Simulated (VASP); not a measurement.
Wanted: the native input for a VASP 6.6.1 run.

| Quantity | Value |
| --- | --- |
| Task | single point |
| Functional | PBE |
| Potentials or basis | VASP PAW PBE potentials, release 64 (Ta_pv, N) |
| Cutoff | 520 eV |
| k mesh | 18 × 18 × 10 |
| Occupations | gaussian, width 0.15 eV |
| Spin | no spin polarisation |
| Dipole correction | no |
| Further INCAR settings | ALGO = Normal; EDIFF = 1e-06; NBANDS = 24 |

The structure of TaN lies in POSCAR:

```
TaN
1.0
    3.0500010905      0.0000000000      0.0000000000
   -1.5250005453      2.6413784260      0.0000000000
    0.0000000000      0.0000000000      5.1376000000
Ta N
2 2
Direct
    0.3333333333      0.6666666667      0.0000000000
    0.6666666667      0.3333333333      0.5000000000
    0.3333333333      0.6666666667      0.3850000000
    0.6666666667      0.3333333333      0.8850000000
```

This cell differs from its parent crystal: strain +0.0400 x Voigt [0, 0, 1, 0, 0, 0].

These files were run (other wordings do the same):

INCAR

```
PREC = Accurate
ENCUT = 520
EDIFF = 1E-6
ISMEAR = 0
SIGMA = 0.15
LREAL = F
LASPH = T
NELM = 100
ALGO = Normal
ISIF = 2
LWAVE = F
LCHARG = F
GGA = PE
NBANDS = 24
```

KPOINTS

```
regular mesh
0
Gamma
  18 18 10
```

Potentials or basis: VASP PAW PBE potentials, release 64 (Ta_pv, N).

Run with:

```console
$ cat potpaw_PBE.64/Ta_pv/POTCAR potpaw_PBE.64/N/POTCAR > POTCAR
$ mpirun -np 1 vasp_std > vasp.out
```

It gave:

The pressure is 115.9 GPa. The largest force is 3.983 eV/Å and the band gap on the k mesh is zero (band 16 reaches 10.53 eV, above the bottom of band 17 at 7.74 eV).

Caveat: the cell differs from its parent crystal (strain +0.0400 x Voigt [0, 0, 1, 0, 0, 0]); spin-orbit coupling is left out, which moves the levels of the heavy elements; forces of over 1 eV/Å act on the atoms, so gaps and moduli don't describe the material at rest.

It took 2 min on 1 thread of Intel Xeon 6975P-C (shared host), peak memory 0.3 GiB.
